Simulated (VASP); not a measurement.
**TiTe2: single point with LDA**

The system is TiTe2.

```
Ti Te
1.0
     3.67607    0.00000    0.00000
    -1.83803    3.18357    0.00000
     0.00000    0.00000    6.30185
Ti Te
1 2
Direct
  0.00000 0.00000 0.00000
  0.66667 0.33333 0.26965
  0.33333 0.66667 0.73035
```

```
Program                : VASP 6.6.1
Task                   : single point
Functional             : LDA
Potentials or basis    : VASP PAW LDA potentials, release 64 (Ti_sv, Te)
Cutoff                 : 520 eV
k mesh                 : 8 × 8 × 4
Occupations            : methfessel-paxton, width 0.1 eV
Spin                   : no spin polarisation
Dipole correction      : no
Further INCAR settings : ALGO = Normal; EDIFF = 1e-06; NBANDS = 19
```

```yaml
Pressure: 0.1 GPa
Largest_force: 0.033 eV/Å
Band_gap_on_the_k_mesh: zero (band 12 reaches 8.13 eV, above the bottom of band 13 at 7.28 eV)
```

Forces in eV/Å, atoms in the order of the input:
```
Ti   0.000  0.000  0.000
Te   0.000  0.000  0.033
Te   0.000  0.000 -0.033
```

Levels at points of the mesh, in eV from the Fermi level:
```
           k point  band 9  band 10  band 11  band 12  band 13  band 14  band 15  band 16
(0.00, 0.00, 0.00)   -1.65     0.26     0.44     0.44     0.88     1.36     1.36     3.27
(0.50, 0.00, 0.00)   -2.92    -2.54    -1.74    -1.15    -0.01     1.30     1.66     2.54
(0.00, 0.00, 0.50)   -1.56    -1.56     0.43     0.43     0.92     0.92     1.18     3.87
(0.50, 0.00, 0.50)   -2.57    -2.12    -0.82    -0.42    -0.41     1.30     1.65     2.73
```

Run time: 56 s on 1 thread of Intel(R) Xeon(R) Platinum 8488C (Sapphire Rapids) (shared host), peak memory 0.19 GiB.

Caveat: spin-orbit coupling is left out, which moves the levels of the heavy elements.
